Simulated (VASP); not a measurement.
# Li31AlCl32 (a cell with a defect) in VASP: single point with PBEsol

Aim: the single point of Li31AlCl32 (a cell with a defect) with PBEsol.

Everything below comes from runs of VASP 6.6.1. Logs are shortened: lines on timing, memory, paths and dates and some standing lists are left out, and cuts for length are marked.

**1. The cell of the first run**

The cell holds a defect, 64 atoms: a = 10.133 Å, b = 10.133 Å, c = 10.133 Å, α = 90.00°, β = 90.00°, γ = 90.00°.

**2. Single point, PBEsol**

INCAR

```
ALGO = Normal
EDIFF = 1E-6
ENCUT = 650
GGA = PS
GGA_COMPAT = False
ISIF = 2
ISMEAR = -1
ISYM = 0
LASPH = True
LCHARG = False
LREAL = Auto
LWAVE = False
NBANDS = 198
NELECT = 318.0
NELM = 120
PREC = Accurate
SIGMA = 0.05
```

KPOINTS

```
Automatic mesh
0
Gamma
  1 1 1
  0.25 0.25 0.25
```

POSCAR

```
Li31AlCl32
1.0
   10.1327090000      0.0000000000      0.0000000000
    0.0000000000     10.1327090000      0.0000000000
    0.0000000000      0.0000000000     10.1327090000
Cl Li Al
32 31 1
Direct
    0.2522200000      0.0004360000      0.0002410000
    0.2555140000      0.0004640000      0.5000090000
    0.2554020000      0.5003880000      0.0001830000
    0.2706460000      0.5003550000      0.5001210000
    0.7485030000      0.0002810000      0.0000640000
    0.7451640000      0.0004060000      0.5001570000
    0.7452700000      0.5004740000      0.0000460000
    0.7299170000      0.5005720000      0.4998920000
    0.0002680000      0.2525880000      0.0000080000
    0.0004290000      0.2552970000      0.5000750000
    0.0004240000      0.7481510000      0.0001380000
    0.0002600000      0.7453570000      0.5001090000
    0.5004230000      0.2554310000      0.0002730000
    0.5002990000      0.2708910000      0.4998310000
    0.5002190000      0.7454010000      0.0000490000
    0.5002040000      0.7301740000      0.5000720000
    0.0003260000      0.0004840000      0.2525990000
    0.0003460000      0.0003720000      0.7478750000
    0.0003550000      0.5003900000      0.2551050000
    0.9999920000      0.5004620000      0.7451630000
    0.5003180000      0.0003710000      0.2548500000
    0.5001060000      0.9999050000      0.7453730000
    0.5000900000      0.5006290000      0.2703610000
    0.5002230000      0.5004100000      0.7295990000
    0.2525760000      0.2527250000      0.2524400000
    0.2527730000      0.2527280000      0.7479400000
    0.2524230000      0.7480390000      0.2525230000
    0.2523500000      0.7479650000      0.7478560000
    0.7481180000      0.2527260000      0.2524430000
    0.7477130000      0.2526240000      0.7478660000
    0.7480710000      0.7481760000      0.2522770000
    0.7480200000      0.7480810000      0.7476190000
    0.0006730000      0.0004450000      0.0002780000
    0.0007300000      0.0003590000      0.5001190000
    0.0002840000      0.5003510000      0.0005480000
    0.0003900000      0.5003430000      0.5002930000
    0.5005450000      0.0001950000      0.0003260000
    0.5004490000      0.0001840000      0.5004450000
    0.5005190000      0.5000160000      0.0004870000
    0.2477550000      0.2480290000      0.0005450000
    0.2412700000      0.2410530000      0.5002660000
    0.2479850000      0.7526190000      0.0002580000
    0.2411160000      0.7593300000      0.5006060000
    0.7524700000      0.2479610000      0.0001830000
    0.7595650000      0.2410470000      0.5004950000
    0.7524960000      0.7528480000      0.0001150000
    0.7600460000      0.7600900000      0.5000010000
    0.2478500000      0.0002470000      0.2476900000
    0.2477650000      0.9998580000      0.7527050000
    0.2408770000      0.5002820000      0.2407630000
    0.2411520000      0.5002640000      0.7593780000
    0.7526580000      0.0005480000      0.2477450000
    0.7526670000      0.0001400000      0.7524910000
    0.7595460000      0.5003320000      0.2405490000
    0.7595070000      0.5000550000      0.7592660000
    0.0001380000      0.2480850000      0.2477420000
    0.0003440000      0.2480310000      0.7524680000
    0.0003700000      0.7531270000      0.2476320000
    0.0000450000      0.7525630000      0.7528340000
    0.5004530000      0.2411440000      0.2408220000
    0.5001350000      0.2407170000      0.7596390000
    0.5004020000      0.7598120000      0.2407120000
    0.5002200000      0.7593060000      0.7588590000
    0.5004240000      0.5004830000      0.4999860000
```

Potentials or basis: VASP PAW PBE potentials, release 64 (Cl, Li_sv, Al).

The run is started by

```sh
$ cat potpaw_PBE.64/Cl/POTCAR potpaw_PBE.64/Li_sv/POTCAR potpaw_PBE.64/Al/POTCAR > POTCAR
$ mpirun -np 1 vasp_std > vasp.out
```

OUTCAR:

```text
EDIFF = 1E-6
   ENCUT = 650
   GGA = PS
   ISIF = 2
   ISMEAR = -1
   ISYM = 0
   LASPH = True
   LREAL = Auto
   NELECT = 318.0
   NELM = 120
   PREC = Accurate

 ion  position               nearest neighbor table
   1  0.252  0.000  0.000-  48 2.51  49 2.51  40 2.51  42 2.51  37 2.52  33 2.55
   2  0.256  0.000  0.500-  41 2.44  43 2.45  38 2.48  48 2.56  49 2.56  34 2.58
   3  0.255  0.500  0.000-  50 2.44  51 2.44  39 2.48  42 2.56  40 2.56  35 2.59
   4  0.271  0.500  0.500-  64 2.33
   5  0.749  0.000  0.000-  46 2.51  53 2.51  44 2.51  52 2.51  37 2.51  33 2.56
   6  0.745  0.000  0.500-  47 2.44  45 2.44  38 2.48  53 2.56  52 2.56  34 2.59
   7  0.745  0.500  0.000-  54 2.44  55 2.44  39 2.48  46 2.56  44 2.56  35 2.58
   8  0.730  0.501  0.500-  64 2.33
   9  0.000  0.253  0.000-  40 2.51  57 2.51  35 2.51  56 2.51  44 2.51  33 2.55
  10  0.000  0.255  0.500-  41 2.44  45 2.44  36 2.48  56 2.56  57 2.56  34 2.58
  11  0.000  0.748  0.000-  59 2.51  58 2.51  42 2.51  35 2.51  46 2.51  33 2.56
  12  0.000  0.745  0.500-  47 2.44  43 2.44  36 2.48  58 2.56  59 2.56  34 2.58
  13  0.500  0.255  0.000-  60 2.44  61 2.44  39 2.48  44 2.56  40 2.56  37 2.59
  14  0.500  0.271  0.500-  64 2.33
  15  0.500  0.745  0.000-  62 2.44  63 2.45  39 2.49  42 2.56  46 2.56  37 2.58
  16  0.500  0.730  0.500-  64 2.33
  17  0.000  0.000  0.253-  58 2.51  34 2.51  48 2.51  56 2.51  52 2.51  33 2.56
  18  0.000  0.000  0.748-  49 2.51  57 2.51  53 2.51  34 2.51  59 2.51  33 2.56
  19  0.000  0.500  0.255-  50 2.44  54 2.44  36 2.48  56 2.56  58 2.56  35 2.58
  20  1.000  0.500  0.745-  55 2.44  51 2.45  36 2.48  59 2.56  57 2.56  35 2.59
  21  0.500  0.000  0.255-  62 2.44  60 2.44  38 2.49  52 2.56  48 2.56  37 2.58
  22  0.500  1.000  0.745-  63 2.44  61 2.44  38 2.48  49 2.56  53 2.56  37 2.58
[... 25 lines left out ...]
  48  0.248  0.000  0.248-   1 2.51  17 2.51  27 2.56   2 2.56  25 2.56  21 2.56
  49  0.248  1.000  0.753-  18 2.51   1 2.51  28 2.55  22 2.56   2 2.56  26 2.56
  50  0.241  0.500  0.241-  19 2.44   3 2.44  25 2.51  27 2.52
  51  0.241  0.500  0.759-   3 2.44  20 2.45  26 2.51  28 2.52
  52  0.753  0.001  0.248-  17 2.51   5 2.51  29 2.56  21 2.56  31 2.56   6 2.56
  53  0.753  0.000  0.752-   5 2.51  18 2.51  32 2.55   6 2.56  30 2.56  22 2.56
  54  0.760  0.500  0.241-   7 2.44  19 2.44  29 2.51  31 2.52
  55  0.760  0.500  0.759-  20 2.44   7 2.44  30 2.51  32 2.52
  56  0.000  0.248  0.248-  17 2.51   9 2.51  29 2.55  19 2.56  10 2.56  25 2.56
  57  0.000  0.248  0.752-   9 2.51  18 2.51  10 2.56  26 2.56  20 2.56  30 2.56
  58  0.000  0.753  0.248-  17 2.51  11 2.51  27 2.55  31 2.56  12 2.56  19 2.56
  59  0.000  0.753  0.753-  11 2.51  18 2.51  32 2.55  20 2.56  28 2.56  12 2.56
  60  0.500  0.241  0.241-  13 2.44  21 2.44  29 2.52  25 2.52
  61  0.500  0.241  0.760-  13 2.44  22 2.44  26 2.51  30 2.51
  62  0.500  0.760  0.241-  21 2.44  15 2.44  31 2.52  27 2.52
  63  0.500  0.759  0.759-  22 2.44  15 2.45  32 2.52  28 2.52
  64  0.500  0.500  0.500-   8 2.33  14 2.33  24 2.33  23 2.33  16 2.33   4 2.33

IMPORTANT INFORMATION: All symmetrisations will be switched off!
NOSYMM: (Re-)initialisation of all symmetry stuff for point group C_1.

----------------------------------------------------------------------------------------

                                     Primitive cell

  volume of cell :    1040.3434

  direct lattice vectors                    reciprocal lattice vectors
    10.132709000  0.000000000  0.000000000     0.098690291  0.000000000  0.000000000
     0.000000000 10.132709000  0.000000000     0.000000000  0.098690291  0.000000000
     0.000000000  0.000000000 10.132709000     0.000000000  0.000000000  0.098690291

  length of vectors
    10.132709000 10.132709000 10.132709000     0.098690291  0.098690291  0.098690291

  position of ions in fractional coordinates (direct lattice)
     0.252220000  0.000436000  0.000241000
     0.255514000  0.000464000  0.500009000
     0.255402000  0.500388000  0.000183000
     0.270646000  0.500355000  0.500121000
     0.748503000  0.000281000  0.000064000
     0.745164000  0.000406000  0.500157000
[... 56 lines left out ...]
     0.500220000  0.759306000  0.758859000
     0.500424000  0.500483000  0.499986000

  ion indices of the primitive-cell ions
   primitive index   ion index
                 1           1
                 2           2
                 3           3
                 4           4
                 5           5
                 6           6
[... 56 lines left out ...]
                63          63
                64          64

----------------------------------------------------------------------------------------

 KPOINTS: Automatic mesh

Automatic generation of k-mesh.
 Grid dimensions read from file:
 generate k-points for:    1    1    1

 Generating k-lattice:

  Cartesian coordinates                     Fractional coordinates (reciprocal lattice)
     0.098690291  0.000000000  0.000000000     1.000000000  0.000000000  0.000000000
     0.000000000  0.098690291  0.000000000     0.000000000  1.000000000  0.000000000
     0.000000000  0.000000000  0.098690291     0.000000000  0.000000000  1.000000000

  Length of vectors
     0.098690291  0.098690291  0.098690291

  Shift w.r.t. Gamma in fractional coordinates (k-lattice)
     0.250000000  0.250000000  0.250000000

 Subroutine IBZKPT returns following result:
 ===========================================

 Found      4 irreducible k-points:

 Following reciprocal coordinates:
            Coordinates               Weight
  0.250000  0.250000  0.250000      2.000000
 -0.250000  0.250000  0.250000      2.000000
 -0.250000 -0.250000  0.250000      2.000000
  0.250000 -0.250000  0.250000      2.000000
   k-points           NKPTS =      4   k-points in BZ     NKDIM =      4   number of bands    NBANDS=    198
   number of dos      NEDOS =    301   number of ions     NIONS =     64
   total plane-waves  NPLWV = 592704
   dimension x,y,z NGX =    84 NGY =   84 NGZ =   84
   dimension x,y,z NGXF=   168 NGYF=  168 NGZF=  168
   ions per type =              32  31   1
   NGX,Y,Z   is equivalent  to a cutoff of  13.78, 13.78, 13.78 a.u.
   NGXF,Y,Z  is equivalent  to a cutoff of  27.56, 27.56, 27.56 a.u.
 SYSTEM =  unknown system
   PREC   = accura    normal or accurate (medium, high low for compatibility)
   ISTART =      0    job   : 0-new  1-cont  2-samecut
   ICHARG =      2    charge: 1-file 2-atom 10-const
   ISPIN  =      1    spin polarized calculation?
   LNONCOLLINEAR =      F non collinear calculations
   LSORBIT =      F    spin-orbit coupling
   LASPH  =      T    aspherical Exc in radial PAW
   ENCUT  =  650.0 eV  47.77 Ry    6.91 a.u.  21.06 21.06 21.06*2*pi/ulx,y,z
   NELM   =    120;   NELMIN=  2; NELMDL= -5     # of ELM steps
   EDIFF  = 0.1E-05   stopping-criterion for ELM
   LREAL  =      T    real-space projection
   EDIFFG = 0.1E-04   stopping-criterion for IOM
   NSW    =      0    number of steps for IOM
   IBRION =     -1    ionic relax: 0-MD 1-quasi-New 2-CG
   NFREE  =      0    steps in history (QN), initial steepest desc. (CG)
   ISIF   =      2    stress and relaxation
   ISYM   =      0    0-nonsym 1-usesym 2-fastsym
   POTIM  = 0.5000    time-step for ionic-motion
   TEBEG  =    0.0;   TEEND  =   0.0 temperature during run
   PSTRESS=    0.0 pullay stress
   NELECT =     318.0000    total number of electrons
   NUPDOWN=      -1.0000    fix difference up-down
   EMIN   =  10.00;   EMAX   =-10.00  energy-range for DOS
   EFERMI =   0.00;   METHOD = LEGACY
   ISMEAR =    -1;   SIGMA  =   0.05  broadening in eV -4-tet -1-fermi 0-gaus
   EFERMI_NEDOS =   21; number of points for ismear=-14 and -15
   IALGO  =     38    algorithm
   IMIX   =      4    mixing-type and parameters
     AMIX     =   0.40;   BMIX     =  1.00
     AMIX_MAG =   1.60;   BMIX_MAG =  1.00
  volume/ion in A,a.u.               =      16.26       109.70
  Fermi-wavevector in a.u.,A,eV,Ry     =   1.102787  2.083965 16.546578  1.216139
  Thomas-Fermi vector in A             =   2.239235
   LORBIT       =      0    0 simple, 1 ext, 2 COOP (PROOUT), +10 PAW based schemes
   GGA     = PS    functional components
   LHFCALC =     F    Hartree Fock is set to
   AEXX    =    0.0000 exact exchange contribution
   IVDW    =     0    specifies the selected vdW correction
   LEPSILON=     F    determine dielectric tensor
   LRPA    =     F    only Hartree local field effects (RPA)
 non-spin polarized calculation
  energy-cutoff  :      650.00
  volume of cell :     1040.34
 maximum number of plane-waves:     39213
   NGX = 43   NGY = 43   NGZ = 43

 number of electron     318.0000020 magnetization

 Free energy of the ion-electron system (eV)
  ---------------------------------------------------
  ext. energy  EPLUGINS =         0.00000000
  ---------------------------------------------------
  free energy    TOTEN  =      -252.33525670 eV

  energy without entropy =     -252.33525670  energy(sigma->0) =     -252.33525670

 E-fermi :   2.2345     XC(G=0):  -9.0634

 val. band max:        0.9101698511   @ k =   0.2500   0.2500   0.2500
 cond. band min:       5.8553565600   @ k =   0.2500  -0.2500   0.2500
 fundamental gap:      4.9451867089
 Fermi energy:         2.2344771810

 k-point     1 :       0.2500    0.2500    0.2500
  band No.  band energies     occupation
      1     -42.0518      2.00000
      2     -42.0491      2.00000
      3     -42.0489      2.00000
      4     -41.7707      2.00000
      5     -41.7703      2.00000
      6     -41.7685      2.00000
[... 685 lines left out ...]
    170       8.6416      0.00000
    171       8.6431      0.00000
 [bands above 171 left out]

------------------------ aborting loop because EDIFF is reached ----------------------------------------

  FORCE on cell =-STRESS in cart. coord.  units (eV):
  Direction    XX          YY          ZZ          XY          YZ          ZX
  --------------------------------------------------------------------------------------
  -------------------------------------------------------------------------------------
  Total      -14.9344560    -14.9207197    -14.9139875     -0.0095032     -0.0022957      0.0005711
  in kB      -22.9997587    -22.9786041    -22.9682362     -0.0146353     -0.0035355      0.0008795
  external PRESSURE =     -22.9821997 kB  Pullay stress =       0.0000000 kB

 VOLUME and BASIS-vectors are now :
 -----------------------------------------------------------------------------
  energy-cutoff  :      650.00
  volume of cell :     1040.34
      direct lattice vectors                 reciprocal lattice vectors
    10.132709000  0.000000000  0.000000000     0.098690291  0.000000000  0.000000000
     0.000000000 10.132709000  0.000000000     0.000000000  0.098690291  0.000000000
     0.000000000  0.000000000 10.132709000     0.000000000  0.000000000  0.098690291

 POSITION                                       TOTAL-FORCE (eV/Angst)
 -----------------------------------------------------------------------------------
      2.55567      0.00442      0.00244         0.005335     -0.000640     -0.000983
      2.58905      0.00470      5.06645         0.002504     -0.007221      0.005296
      2.58791      5.07029      0.00185         0.003035     -0.002821     -0.004421
      2.74238      5.06995      5.06758        -0.016118     -0.000657     -0.000669
      7.58436      0.00285      0.00065        -0.004774      0.002499      0.000012
      7.55053      0.00411      5.06795         0.000875      0.003735     -0.001479
[... 56 lines left out ...]
      5.06858      7.69383      7.68930         0.001314      0.008253      0.016521
      5.07065      5.07125      5.06621        -0.023095     -0.011271      0.001675
 -----------------------------------------------------------------------------------
    total drift:                               -0.010039     -0.027451      0.009468

  FREE ENERGIE OF THE ION-ELECTRON SYSTEM (eV)
  ---------------------------------------------------
  free  energy   TOTEN  =      -252.3352567033 eV

  energy  without entropy=     -252.3352567033  energy(sigma->0) =     -252.33525670
```

It took 38 min on 1 thread of Intel Xeon 8259CL, shared host; peak memory 1.5 GiB.

What came out:

| Quantity | Value |
| --- | --- |
| Free energy | -252.3353 eV |
| Largest force | 0.027 eV/Å |

Forces in eV/Å, atoms in the order of the input:
```
Cl   0.005 -0.001 -0.001
Cl   0.003 -0.007  0.005
Cl   0.003 -0.003 -0.004
Cl  -0.016 -0.001 -0.001
Cl  -0.005  0.002  0.000
Cl   0.001  0.004 -0.001
Cl   0.003 -0.002  0.000
Cl   0.018 -0.006  0.001
Cl  -0.002  0.000  0.003
Cl  -0.005  0.010  0.004
Cl  -0.005  0.004  0.000
Cl   0.005  0.005  0.000
Cl  -0.003 -0.002 -0.005
Cl   0.003 -0.026  0.005
Cl   0.001  0.002 -0.003
Cl   0.003  0.010  0.001
Cl  -0.002  0.001 -0.008
Cl   0.000  0.001  0.003
Cl  -0.006 -0.002  0.006
Cl   0.010 -0.005 -0.002
Cl   0.003  0.003  0.004
Cl   0.003  0.011  0.003
Cl   0.007 -0.007 -0.017
Cl   0.004 -0.002  0.018
Cl   0.002 -0.003  0.001
Cl  -0.004 -0.003 -0.002
Cl   0.004  0.003 -0.004
Cl   0.002  0.000  0.000
Cl  -0.005 -0.002  0.000
Cl   0.004 -0.003 -0.002
Cl  -0.001  0.001 -0.002
Cl  -0.002 -0.001  0.007
Li  -0.001  0.002 -0.001
Li   0.001  0.003  0.003
Li   0.002  0.003 -0.003
Li   0.001  0.002 -0.001
Li  -0.001  0.000  0.000
Li  -0.001  0.002 -0.004
Li  -0.002  0.009 -0.001
Li   0.000 -0.001 -0.004
Li  -0.009 -0.007 -0.001
Li  -0.001  0.002  0.001
Li  -0.010  0.013 -0.008
Li   0.006 -0.002 -0.001
Li   0.009 -0.005 -0.005
Li   0.003  0.000 -0.002
Li  -0.001 -0.002  0.000
Li   0.001  0.002  0.003
Li   0.000  0.007 -0.002
Li  -0.005  0.003 -0.005
Li  -0.011 -0.001  0.008
Li   0.001 -0.002 -0.001
Li   0.001  0.001  0.001
Li   0.009  0.003 -0.002
Li   0.005  0.006  0.007
Li   0.003 -0.002 -0.001
Li   0.001 -0.003  0.001
Li   0.000 -0.005  0.003
Li   0.000  0.002 -0.004
Li  -0.003 -0.009 -0.006
Li  -0.001 -0.003  0.003
Li  -0.003  0.005 -0.006
Li   0.001  0.008  0.017
Al  -0.023 -0.011  0.002
```

Caveat: the cell carries a net charge on a neutralising background, which shifts energy and pressure; the cell is charged against a uniform background, so pressure and absolute levels hang on convention; the PAW data sets were made with another functional, which shifts forces and pressure a little.
